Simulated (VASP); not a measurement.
# In (Fm-3m) in VASP: notebook

Runs on In. Level: PBE. Tasks: single point.

Program: VASP 6.6.1. These are calculated values, not measurements. Logs are shortened: lines on timing, memory, paths and dates and some standing lists are left out, and cuts for length are marked.

**1. The cell of the first run**

Symmetry: Fm-3m, No. 225, cubic system. Conventional cell: a = 4.942 Å, b = 4.942 Å, c = 4.942 Å, α = 90.00°, β = 90.00°, γ = 90.00°. Within 4.6 Å of In (site symmetry m-3m) lie 12 In at 3.49 Å.

This isn't the form of In at room conditions, which is tetragonal.

**2. Single point, PBE (Tl replaced by In, lengths x 0.988, strained)**

The input, INCAR:

```
ALGO = Normal ; EDIFF = 1E-6
ENCUT = 500 ; GGA = PE
GGA_COMPAT = F ; ISIF = 2
ISMEAR = 0 ; LASPH = T
LCHARG = F ; LREAL = F
LWAVE = F ; NBANDS = 12
NELM = 120 ; PREC = Accurate
SIGMA = 0.1
```

The input, KPOINTS:

```
k-points
0
Gamma
  6 6 6
```

The input, POSCAR:

```
In
1.0
    0.0000000000      2.4711400187      2.4711400187
    2.4711400187      0.0000000000      2.4711400187
    2.4711400187      2.4711400187      0.0000000000
In
1
Direct
    0.0000000000      0.0000000000      0.0000000000
```

Potentials or basis: VASP PAW PBE potentials, release 64 (In_d).

Command:

```
$ cat potpaw_PBE.64/In_d/POTCAR > POTCAR
$ mpirun -np 1 vasp_std > vasp.out
```

OUTCAR:

```text
EDIFF = 1E-6
   ENCUT = 500
   GGA = PE
   ISIF = 2
   ISMEAR = 0
   LASPH = T
   LREAL = F
   NELM = 120
   PREC = Accurate

 ion  position               nearest neighbor table
   1  0.000  0.000  0.000-

  LATTYP: Found a face centered cubic cell.
 ALAT       =     4.9422800374

  Lattice vectors:

 A1 = (   0.0000000000,   2.4711400187,   2.4711400187)
 A2 = (   2.4711400187,   0.0000000000,   2.4711400187)
 A3 = (   2.4711400187,   2.4711400187,   0.0000000000)

Analysis of symmetry for initial positions (statically):
=====================================================================
 Subroutine PRICEL returns:
 Original cell was already a primitive cell.

 Routine SETGRP: Setting up the symmetry group for a
 face centered cubic supercell.

 Subroutine GETGRP returns: Found 48 space group operations
 (whereof 48 operations were pure point group operations)
 out of a pool of 48 trial point group operations.

The static configuration has the point symmetry O_h .

Analysis of symmetry for dynamics (positions and initial velocities):
=====================================================================
 Subroutine PRICEL returns:
 Original cell was already a primitive cell.

 Routine SETGRP: Setting up the symmetry group for a
 face centered cubic supercell.

 Subroutine GETGRP returns: Found 48 space group operations
 (whereof 48 operations were pure point group operations)
 out of a pool of 48 trial point group operations.

The dynamic configuration has the point symmetry O_h .

 Subroutine INISYM returns: Found 48 space group operations
 (whereof 48 operations are pure point group operations),
 and found     1 'primitive' translations

----------------------------------------------------------------------------------------

                                     Primitive cell

  volume of cell :      30.1802

  direct lattice vectors                    reciprocal lattice vectors
     0.000000000  2.471140019  2.471140019    -0.202335763  0.202335763  0.202335763
     2.471140019  0.000000000  2.471140019     0.202335763 -0.202335763  0.202335763
     2.471140019  2.471140019  0.000000000     0.202335763  0.202335763 -0.202335763

  length of vectors
     3.494719729  3.494719729  3.494719729     0.350455821  0.350455821  0.350455821

  position of ions in fractional coordinates (direct lattice)
     0.000000000  0.000000000  0.000000000

  ion indices of the primitive-cell ions
   primitive index   ion index
                 1           1

----------------------------------------------------------------------------------------

 KPOINTS: k-points

Automatic generation of k-mesh.
 Grid dimensions read from file:
 generate k-points for:    6    6    6

 Generating k-lattice:

  Cartesian coordinates                     Fractional coordinates (reciprocal lattice)
    -0.033722627  0.033722627  0.033722627     0.166666667  0.000000000  0.000000000
     0.033722627 -0.033722627  0.033722627     0.000000000  0.166666667  0.000000000
     0.033722627  0.033722627 -0.033722627     0.000000000  0.000000000  0.166666667

  Length of vectors
     0.058409303  0.058409303  0.058409303

  Shift w.r.t. Gamma in fractional coordinates (k-lattice)
     0.000000000  0.000000000  0.000000000

 Subroutine IBZKPT returns following result:
 ===========================================

 Found     16 irreducible k-points:

 Following reciprocal coordinates:
            Coordinates               Weight
  0.000000  0.000000  0.000000      1.000000
  0.166667  0.000000  0.000000      8.000000
  0.333333  0.000000  0.000000      8.000000
  0.500000  0.000000  0.000000      4.000000
  0.166667  0.166667  0.000000      6.000000
  0.333333  0.166667  0.000000     24.000000
[... 8 lines left out ...]
 -0.333333  0.333333  0.166667     24.000000
 -0.333333  0.500000  0.166667     12.000000
   k-points           NKPTS =     16   k-points in BZ     NKDIM =     16   number of bands    NBANDS=     12
   number of dos      NEDOS =    301   number of ions     NIONS =      1
   total plane-waves  NPLWV =  21952
   dimension x,y,z NGX =    28 NGY =   28 NGZ =   28
   dimension x,y,z NGXF=    56 NGYF=   56 NGZF=   56
   ions per type =               1
   NGX,Y,Z   is equivalent  to a cutoff of  13.32, 13.32, 13.32 a.u.
   NGXF,Y,Z  is equivalent  to a cutoff of  26.64, 26.64, 26.64 a.u.
 SYSTEM =  unknown system
   PREC   = accura    normal or accurate (medium, high low for compatibility)
   ISTART =      0    job   : 0-new  1-cont  2-samecut
   ICHARG =      2    charge: 1-file 2-atom 10-const
   ISPIN  =      1    spin polarized calculation?
   LNONCOLLINEAR =      F non collinear calculations
   LSORBIT =      F    spin-orbit coupling
   LASPH  =      T    aspherical Exc in radial PAW
   ENCUT  =  500.0 eV  36.75 Ry    6.06 a.u.   6.37  6.37  6.37*2*pi/ulx,y,z
   NELM   =    120;   NELMIN=  2; NELMDL= -5     # of ELM steps
   EDIFF  = 0.1E-05   stopping-criterion for ELM
   LREAL  =      F    real-space projection
[... 7 lines left out ...]
   TEBEG  =    0.0;   TEEND  =   0.0 temperature during run
   PSTRESS=    0.0 pullay stress
   NELECT =      13.0000    total number of electrons
   NUPDOWN=      -1.0000    fix difference up-down
   EMIN   =  10.00;   EMAX   =-10.00  energy-range for DOS
   EFERMI =   0.00;   METHOD = LEGACY
   ISMEAR =     0;   SIGMA  =   0.10  broadening in eV -4-tet -1-fermi 0-gaus
   EFERMI_NEDOS =   21; number of points for ismear=-14 and -15
   IALGO  =     38    algorithm
   IMIX   =      4    mixing-type and parameters
     AMIX     =   0.40;   BMIX     =  1.00
     AMIX_MAG =   1.60;   BMIX_MAG =  1.00
  volume/ion in A,a.u.               =      30.18       203.67
  Fermi-wavevector in a.u.,A,eV,Ry     =   1.236370  2.336401 20.798025  1.528612
  Thomas-Fermi vector in A             =   2.370982
   LORBIT       =      0    0 simple, 1 ext, 2 COOP (PROOUT), +10 PAW based schemes
   GGA     = PE    functional components
   LHFCALC =     F    Hartree Fock is set to
   AEXX    =    0.0000 exact exchange contribution
   IVDW    =     0    specifies the selected vdW correction
   LEPSILON=     F    determine dielectric tensor
   LRPA    =     F    only Hartree local field effects (RPA)
 non-spin polarized calculation
 Gauss-broadening in eV      SIGMA  =   0.10
  energy-cutoff  :      500.00
  volume of cell :       30.18
 maximum number of plane-waves:       778
 NGX is ok and might be reduce to    28
   NGX = 13   NGY = 13   NGZ = 13

 number of electron      13.0000006 magnetization

 Free energy of the ion-electron system (eV)
  ---------------------------------------------------
  ext. energy  EPLUGINS =         0.00000000
  ---------------------------------------------------
  free energy    TOTEN  =        -2.54366429 eV

  energy without entropy =       -2.53819914  energy(sigma->0) =       -2.54093171

 E-fermi :   5.9278     XC(G=0):  -9.6019

 val. band max:        5.8995062116   @ k =  -0.3333   0.3333   0.0000
 cond. band min:       6.1285121760   @ k =   0.5000   0.3333   0.0000
 fundamental gap:      0.2290059644
 Fermi energy:         5.9277698566

 k-point     1 :       0.0000    0.0000    0.0000
  band No.  band energies     occupation
      1      -8.5395      2.00000
      2      -8.5395      2.00000
      3      -8.5395      2.00000
      4      -8.4245      2.00000
      5      -8.4245      2.00000
      6      -2.6207      2.00000
      7      15.3175      0.00000
      8      15.3175      0.00000
      9      15.3175      0.00000
     10      17.1977      0.00000
     11      18.8629      0.00000
     12      18.8629      0.00000

 k-point     2 :       0.1667    0.0000    0.0000
  band No.  band energies     occupation
      1      -8.5430      2.00000
      2      -8.5156      2.00000
      3      -8.5156      2.00000
      4      -8.4207      2.00000
      5      -8.4207      2.00000
      6      -2.0761      2.00000
      7      11.2754      0.00000
      8      14.6246      0.00000
      9      14.6246      0.00000
     10      16.6219      0.00000
     11      19.9079      0.00000
     12      19.9143      0.00000

 k-point     3 :       0.3333    0.0000    0.0000
  band No.  band energies     occupation
      1      -8.5575      2.00000
      2      -8.5186      2.00000
      3      -8.5186      2.00000
      4      -8.3607      2.00000
      5      -8.3607      2.00000
      6      -0.4288      2.00000
      7       6.4754      0.00000
      8      13.7759      0.00000
      9      13.7759      0.00000
     10      16.4549      0.00000
     11      18.2872      0.00000
     12      18.2908      0.00000
[... 166 lines left out ...]
 k-point    15 :      -0.3333    0.3333    0.1667
  band No.  band energies     occupation
      1      -8.5478      2.00000
      2      -8.5142      2.00000
      3      -8.4402      2.00000
      4      -8.4048      2.00000
      5      -8.3179      2.00000
      6       3.0052      2.00000
      7       4.7604      2.00000
      8       7.8505      0.00000
      9       9.3243      0.00000
     10      16.6338      0.00000
     11      18.4535      0.00000
     12      21.3428      0.00000

 k-point    16 :      -0.3333    0.5000    0.1667
  band No.  band energies     occupation
      1      -8.5896      2.00000
      2      -8.5597      2.00000
      3      -8.3965      2.00000
      4      -8.3687      2.00000
      5      -8.2916      2.00000
      6       3.9054      2.00000
      7       5.0606      2.00000
      8       7.3604      0.00000
      9       7.8832      0.00000
     10      16.2234      0.00000
     11      16.5202      0.00000
     12      22.0728      0.00000

------------------------ aborting loop because EDIFF is reached ----------------------------------------

  FORCE on cell =-STRESS in cart. coord.  units (eV):
  Direction    XX          YY          ZZ          XY          YZ          ZX
  --------------------------------------------------------------------------------------
  -------------------------------------------------------------------------------------
  Total       -0.6406676     -0.6406676     -0.6406676      0.0000000     -0.0000000      0.0000000
  in kB      -34.0111495    -34.0111495    -34.0111495      0.0000000     -0.0000000      0.0000000
  external PRESSURE =     -34.0111495 kB  Pullay stress =       0.0000000 kB

 VOLUME and BASIS-vectors are now :
 -----------------------------------------------------------------------------
  energy-cutoff  :      500.00
  volume of cell :       30.18
      direct lattice vectors                 reciprocal lattice vectors
     0.000000000  2.471140019  2.471140019    -0.202335763  0.202335763  0.202335763
     2.471140019  0.000000000  2.471140019     0.202335763 -0.202335763  0.202335763
     2.471140019  2.471140019  0.000000000     0.202335763  0.202335763 -0.202335763

 POSITION                                       TOTAL-FORCE (eV/Angst)
 -----------------------------------------------------------------------------------
      0.00000      0.00000      0.00000        -0.000000      0.000000     -0.000000
 -----------------------------------------------------------------------------------
    total drift:                               -0.000000     -0.000000     -0.000000

  FREE ENERGIE OF THE ION-ELECTRON SYSTEM (eV)
  ---------------------------------------------------
  free  energy   TOTEN  =        -2.5436642892 eV

  energy  without entropy=       -2.5381991400  energy(sigma->0) =       -2.54093171
```

Wall time 5.5 s (1 thread of Intel Xeon Platinum 8259CL at 2.50GHz (Skylake/Cascade Lake), shared host); peak memory 0.15 GiB.

What came out:

| Item | Value |
| --- | --- |
| Free energy | -2.5437 eV |
| Pressure | -3.4 GPa |
| Band gap on the k mesh | zero (an odd number of electrons rules out a gap without spin polarisation) |

Caveat: the k points lie up to 0.37 Å⁻¹ apart, too coarse for converged energies and pressures of a metal; the cell differs from its parent crystal (Tl replaced by In, lengths x 0.988, strained); spin-orbit coupling is left out, which moves the levels of the heavy elements.

**3. Single point, PBE (Tl replaced by In, lengths x 0.988, strained)**

The input, INCAR:

```
SYSTEM = In
  PREC = Accurate
  ENCUT = 500
  EDIFF = 1E-6
  ISMEAR = 0
  SIGMA = 0.1
  LREAL = .FALSE.
  LASPH = .TRUE.
  NELM = 120
  ALGO = Normal
  ISIF = 2
  LWAVE = .FALSE.
  LCHARG = .TRUE.
  GGA = PE
  LELF = .TRUE.
  LVHAR = .TRUE.
  NBANDS = 12
  GGA_COMPAT = .FALSE.
```

The input, KPOINTS:

```
regular mesh
0
G
  14 14 14
  0 0 0
```

POSCAR is that of step 2.

Potentials or basis: VASP PAW PBE potentials, release 64 (In_d).

Command:

```
$ cat potpaw_PBE.64/In_d/POTCAR > POTCAR
$ mpirun -np 1 vasp_std > vasp.out
```

Wall time 27 s (1 thread of Intel Xeon Platinum 8259CL at 2.50GHz (Skylake/Cascade Lake), shared host); peak memory 0.17 GiB.

The run converged. Its results:

* Free energy: -2.5338 eV
* Pressure: -2.6 GPa
* Band gap on the k mesh: zero (an odd number of electrons rules out a gap without spin polarisation)

Levels at points of the mesh, in eV from the Fermi level:
| k point | band 2 | band 3 | band 4 | band 5 | band 6 | band 7 | band 8 | band 9 | band 10 | band 11 |
| --- | --- | --- | --- | --- | --- | --- | --- | --- | --- | --- |
| (0.00, 0.00, 0.00) | -14.51 | -14.51 | -14.39 | -14.39 | -8.61 | 9.33 | 9.33 | 9.33 | 11.21 | 12.87 |
| (0.50, 0.00, 0.00) | -14.50 | -14.50 | -14.29 | -14.29 | -4.24 | -2.78 | 7.47 | 7.47 | 10.54 | 11.51 |
| (0.50, 0.50, 0.00) | -14.58 | -14.29 | -14.26 | -14.26 | -2.35 | -1.77 | 3.74 | 3.74 | 6.68 | 7.09 |

Caveat: the cell differs from its parent crystal (Tl replaced by In, lengths x 0.988, strained); spin-orbit coupling is left out, which moves the levels of the heavy elements.

The gap in the log of VASP goes by the Fermi energy; the results here count the filled bands.